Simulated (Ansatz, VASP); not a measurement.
**One calculation of CrPd3, two programs**

```
Cr Pd
1.0
     3.95886    0.00000    0.00000
     0.00000    3.95886    0.00000
     0.00000    0.00000    3.95886
Cr Pd
1 3
Direct
  0.00000 0.00000 0.00000
  0.00000 0.50000 0.50000
  0.50000 0.00000 0.50000
  0.50000 0.50000 0.00000
```

Alike in both runs: task single point; functional LDA; k mesh 6 × 6 × 6; collinear spin.

|  | VASP | Ansatz |
| --- | --- | --- |
| version | VASP 6.6.1 | Ansatz 0.2.0 |
| potentials or method | VASP PAW LDA potentials, release 64 (Cr_pv, Pd), cutoff 520 eV | plane waves, PAW |
| occupations | fermi-dirac, width 0.1 eV | fermi-dirac |
| valence electrons in the cell | 42 | 68 |

```tsv
	VASP	Ansatz	Ansatz less VASP
net moment per atom (μB)	0.68	0.69	+0.010
size of the moment on the site where the two differ most (μB)	2.77	2.83	+0.057
```

LDA's correlation is that of Perdew and Zunger in VASP and of Perdew and Wang (1992) in Ansatz. Site moments also hang on the region over which each program counts them. VASP's potentials hold 42 valence electrons a cell and Ansatz's 68, so a difference there can come from the potentials and not from the codes.
